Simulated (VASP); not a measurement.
The system is LiLa8Ga7O23 (a cell with a defect).

```
La Li Ga O
1.0
     7.72931    0.00000    0.00000
     0.00000    7.72931    0.00000
     0.00000    0.00000    7.72931
La Li Ga O
8 1 7 23
Direct
  0.98479 0.00533 0.01534
  0.99023 0.00937 0.52041
  0.00985 0.48057 0.99578
  0.01416 0.48936 0.47374
  0.49251 0.00985 0.01896
  0.48593 0.01450 0.50271
  0.50692 0.48322 0.99105
  0.51477 0.49589 0.48135
  0.25228 0.24905 0.24349
  0.25020 0.24808 0.75014
  0.25047 0.75209 0.26268
  0.24763 0.75096 0.73371
  0.75154 0.24858 0.25321
  0.74870 0.25116 0.74933
  0.75263 0.75022 0.25052
  0.74992 0.74702 0.75702
  0.28160 0.27819 0.98950
  0.21859 0.22084 0.50660
  0.22060 0.79194 0.49829
  0.71523 0.22218 0.99850
  0.78378 0.28902 0.50420
  0.72643 0.79809 0.00301
  0.77614 0.70260 0.50591
  0.99466 0.27983 0.22483
  0.99594 0.21217 0.78187
  0.00314 0.70324 0.21675
  0.01015 0.78537 0.79755
  0.50833 0.21967 0.28208
  0.50213 0.28433 0.71170
  0.50374 0.79261 0.27605
  0.49020 0.70124 0.75039
  0.23011 0.97504 0.18321
  0.29227 0.99089 0.78334
  0.29083 0.51711 0.24768
  0.20548 0.50618 0.73185
  0.79343 0.99773 0.28782
  0.72183 0.99590 0.70568
  0.71112 0.50186 0.22178
  0.77792 0.50050 0.79812
```

Base run:

| Quantity | Value |
| --- | --- |
| Program | VASP 6.6.1 |
| Functional | PBEsol |
| Potentials or basis | VASP PAW PBE potentials, release 64 (La, Li_sv, Ga_d, O) |
| Cutoff | 650 eV |
| k mesh | 1 × 1 × 1, shifted |
| Occupations | fermi-dirac, width 0.05 eV |
| Spin | no spin polarisation |

Its results: band gap on the k mesh 3.12 eV; largest force 0.054 eV/Å.

Q: The run is repeated on the same cell with these changes: cutoff from 650 eV to 520 eV; further incar settings from LREAL = Auto; ALGO = Normal; EDIFF = 1e-06; NBANDS = 185; ISYM = -1 to LREAL = Auto; ALGO = Normal; EDIFF = 1e-07; NBANDS = 185; ISYM = 0. What comes out?

A: Band gap on the k mesh 3.04 eV; largest force 0.121 eV/Å.

Caveats: some runs use coarse meshes; the PAW data sets were made with another functional, which shifts forces and pressure a little; spin-orbit coupling is left out, which moves the levels of the heavy elements.

A k mesh can miss the band edges.
